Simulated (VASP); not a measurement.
Write the native input for VASP 6.6.1 that does the following.

| Quantity | Value |
| --- | --- |
| Task | single point |
| Functional | PBE |
| Potentials or basis | VASP PAW PBE potentials, release 64 (Si, O) |
| Cutoff | 520 eV |
| k mesh | 2 × 2 × 3 |
| Occupations | fermi-dirac, width 0.05 eV |
| Spin | collinear spin, zero start |
| Starting moments | [0.0, 0.0, 0.0, 0.0, 0.0, 0.0, 0.0, 0.0, 0.0, 0.0, 0.0, 0.0, 0.0, 0.0, 0.0, 0.0, 0.0, 0.0, 0.0, 0.0, 0.0, 0.0, 0.0, 0.0, 0.0] μB |
| Dipole correction | no |
| Further INCAR settings | LREAL = Auto; ALGO = Normal; EDIFF = 1e-07; NBANDS = 89 |

The structure of Si8O17 (a cell with a defect) lies in POSCAR:

```
Si8O17
1.0
   -4.1797000000     -4.1797000000      0.0000000000
    4.1797000000     -4.1797000000      0.0000000000
    0.0000000000      0.0000000000      5.3338000000
Si O
8 17
Direct
    0.4948107520      0.5163032036     -0.0006434437
   -0.0000526354      0.5035225016      0.2524361618
    0.4921573319      0.5172036271      0.4985891859
   -0.0015582458      0.5022300644      0.7503910908
    0.0275779362     -0.0056986147      0.0082886497
    0.5057065100      0.0135597052      0.2505187671
   -0.0011476900      0.0060513912      0.5031154149
    0.4841662081      0.0231893437      0.7299529416
    0.1915344403      0.5062259253      0.0003147850
   -0.0005064957      0.1970861545      0.2477931306
    0.8035717874      0.5098806134      0.0007045634
    0.0343427758      0.8029388473      0.2674955941
    0.1897965165      0.4985421202      0.5020715062
    0.0150568223      0.1965251095      0.7527112003
    0.8019158074      0.5079851425      0.5007842439
    0.0112792784      0.8104737182      0.7487086130
    0.7455099648     -0.0856353327      0.0646859650
    0.4828243654      0.7043206450      0.2551370505
    0.3147620643      0.0085379333     -0.0000266227
    0.4967084958      0.3192517406      0.2506863774
    0.6938831734      0.0140870158      0.4976097716
    0.4972244419      0.7173856975      0.7491240766
    0.3041030457      0.0197290475      0.4905088305
    0.4814411321      0.3320753882      0.7406670666
    0.6751130464      0.1133964160      0.9350864299
```

The input as run:

INCAR

```
SYSTEM = Si8O17
PREC = Accurate ; ENCUT = 520
EDIFF = 1E-7 ; ISMEAR = -1
SIGMA = 0.05 ; LREAL = Auto
LASPH = .True. ; NELM = 150
ALGO = Normal ; ISIF = 2
LWAVE = .False. ; LCHARG = .False.
ISPIN = 2 ; MAGMOM = 0 0 0 0 0 0 0 0 0 0 0 0 0 0 0 0 0 0 0 0 0 0 0 0 0
LORBIT = 11 ; GGA = PE
NBANDS = 89
```

KPOINTS

```
Automatic mesh
0
Gamma
  2 2 3
  0 0 0
```

Potentials or basis: VASP PAW PBE potentials, release 64 (Si, O).

The run is started by

```sh
$ cat potpaw_PBE.64/Si/POTCAR potpaw_PBE.64/O/POTCAR > POTCAR
$ mpirun -np 1 vasp_std > vasp.out
```

Results of the run:

```json
{
 "Pressure": "25.7 GPa",
 "Largest force": "0.780 eV/Å",
 "Band gap on the k mesh": "5.20 eV",
 "Net moment": "0.00 μB per cell",
 "Valence electrons inside the program's atomic spheres": "Si 1.45, 1.47, 1.50, 1.48, 1.56 (each value once); O 5.26, 5.24, 5.23, 5.28, 5.14, 5.27, 5.29, 5.22, 5.30, 5.16 (each value once)"
}
```

Caveat: the k points lie up to 0.53 Å⁻¹ apart.

Run time: 8 min on 1 thread of Intel(R) Xeon(R) Platinum 8259CL CPU @ 2.50GHz (Skylake/Cascade Lake) (shared host), peak memory 0.44 GiB.
